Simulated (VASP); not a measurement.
Input of a VASP 6.6.1 run:

INCAR

```
PREC = Accurate
ENCUT = 600
EDIFF = 1E-6
ISMEAR = -1
SIGMA = 0.05
LREAL = F
LASPH = T
NELM = 60
ALGO = Normal
ISIF = 3
LWAVE = F
LCHARG = F
GGA = RE
IVDW = 12
IBRION = 2
NSW = 80
EDIFFG = -0.01
```

The input KPOINTS:

```
Automatic mesh
0
Gamma
  11 11 6
```

The input POSCAR:

```
Re
1.0
    2.7608000000      0.0000000000      0.0000000000
   -1.3804000000      2.3909229348      0.0000000000
    0.0000000000      0.0000000000      4.4582000000
Re
2
Direct
    0.6666666667      0.3333333333      0.7500000000
    0.3333333333      0.6666666667      0.2500000000
```

Potentials or basis: VASP PAW PBE potentials, release 64 (Re).

Command:

```sh
$ cat potpaw_PBE.64/Re/POTCAR > POTCAR
$ mpirun -np 1 vasp_std > vasp.out
```

(1) Predict the space group after relaxing (to 0.1 Å).

(2) Estimate the relaxed cell.

(3) Predict the relaxed volume.

(4) Predict the dispersion energy per atom.

Results:

(1) P6_3/mmc (No. 194).

(2) a = 2.749 Å, b = 2.749 Å, c = 4.441 Å, α = 90.00°, β = 90.00°, γ = 120.00°.

(3) 14.53 Å³/atom.

(4) -1.205 eV.

Caveat: the PAW data sets were made with another functional, which shifts forces and pressure a little.
